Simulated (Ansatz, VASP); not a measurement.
## In2O3 in VASP and in Ansatz

```
In O
1.0
     2.75394    1.58999    4.73208
    -2.75394    1.58999    4.73208
     0.00000   -3.17997    4.73208
In O
4 6
Direct
  0.35707 0.35707 0.35707
  0.14293 0.14293 0.14293
  0.64293 0.64293 0.64293
  0.85707 0.85707 0.85707
  0.54657 0.95343 0.25000
  0.25000 0.54657 0.95343
  0.95343 0.25000 0.54657
  0.45343 0.04657 0.75000
  0.75000 0.45343 0.04657
  0.04657 0.75000 0.45343
```

Change from the starting cell: strain +0.000 along x and y, -0.025 along z, atoms carried along.

Alike in both runs: task single point; functional r2SCAN; k mesh 6 × 6 × 6; occupations gaussian, width 0.05 eV; no spin polarisation.

|  | VASP | Ansatz |
| --- | --- | --- |
| version | VASP 6.6.1 | Ansatz 0.2.0 |
| potentials or method | VASP PAW PBE potentials, release 64 (In_d, O), cutoff 520 eV | scalar-relativistic, plane waves, PAW |
| valence electrons in the cell | 88 | 88 |

```tsv
	VASP	Ansatz	Ansatz less VASP
gap on the k mesh at the Fermi level (eV)	1.95	1.94	-0.010
least direct gap on the mesh (eV)	2.02	2.01	-0.010
pressure (GPa)	5.6	4.4	-1.16
traceless stress, the component that is largest in VASP (GPa)	2.67	2.76	+0.092
rms of the force components (eV/Å)	0.124	0.111	-0.0131
```

VASP's potentials were made for PBE, not for r2SCAN. Atom by atom the forces differ by 0.013 eV/Å (rms over components).
